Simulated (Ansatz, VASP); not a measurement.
**Two plane-wave programs on Sn**

```xyz
2
Lattice="-2.9524 2.9524 1.5827 2.9524 -2.9524 1.5827 2.9524 2.9524 -1.5827" Properties=species:S:1:pos:R:3 pbc="T T T"
Sn    0.0000    0.0000    0.0000
Sn    0.0000    2.9524    0.7914
```

Alike in both runs: functional r2SCAN; k mesh 6 × 6 × 6; occupations fermi-dirac, width 0.134 eV; no spin polarisation.

Ansatz relaxed the structure, and its values are those at the end. VASP's run is a single point on that final structure, the one shown.

```csv
,VASP,Ansatz
version,VASP 6.6.1,Ansatz 0.2.0
potentials or method,"VASP PAW PBE potentials, release 64 (Sn_d), cutoff 520 eV",PAW plane waves
valence electrons in the cell,28,28
```

```csv
,VASP,Ansatz,Ansatz less VASP
gap on the k mesh at the Fermi level (eV),none,none,-
pressure (GPa),0.0,0.0,+0.02
```

VASP's potentials were made for PBE, not for r2SCAN. A gap of «none» marks a metal or a gap that the smearing closes.

The k mesh is coarse, so the values compare programs but aren't converged.
